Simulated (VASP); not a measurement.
Here is a VASP 6.6.1 calculation.

INCAR

```
SYSTEM = ZnS
PREC = Accurate
ENCUT = 520
EDIFF = 1E-6
ISMEAR = 0
SIGMA = 0.01
LREAL = .False.
LASPH = .True.
NELM = 80
ALGO = Normal
ISIF = 2
LWAVE = .False.
LCHARG = .True.
GGA = PS
LELF = .True.
LVHAR = .True.
NBANDS = 16
```

File KPOINTS:

```
Automatic mesh
0
Gamma
  9 9 9
  0 0 0
```

POSCAR

```
ZnS
1.0
    0.0000000000      2.7020000000      2.7020000000
    2.7020000000      0.0000000000      2.7020000000
    2.7020000000      2.7020000000      0.0000000000
Zn S
1 1
Direct
    0.7500000000      0.7500000000      0.7500000000
    0.0000000000      0.0000000000      0.0000000000
```

Potentials or basis: VASP PAW PBE potentials, release 64 (Zn, S).

Run with:

```sh
$ cat potpaw_PBE.64/Zn/POTCAR potpaw_PBE.64/S/POTCAR > POTCAR
$ mpirun -np 1 vasp_std > vasp.out
```

Question: Predict the pressure.

Answer: -1.8 GPa.

Question: What does it give for the band gap on the k mesh?

Answer: 1.98 eV, direct.

Caveat: the PAW data sets were made with another functional, which shifts forces and pressure a little.

**What was measured.**

“Electronic, vibrational, and thermodynamic properties of ZnS (zincblende and rocksalt structure)”, 2009, arxiv:0911.5022 quotes, for a bulk crystal of ZnS at 19 K: band gap 3.85 eV (direct).

Measured gap of ZnS: 3.85 eV (direct; 19 K; quoted in “Electronic, vibrational, and thermodynamic properties of ZnS (zincblende and rocksalt structure)”, 2009, arxiv:0911.5022). This calculation gives 1.98 eV (-1.87 eV). The value is that of PBEsol, without temperature or zero-point motion. Semilocal functionals fall short of measured gaps as a rule.
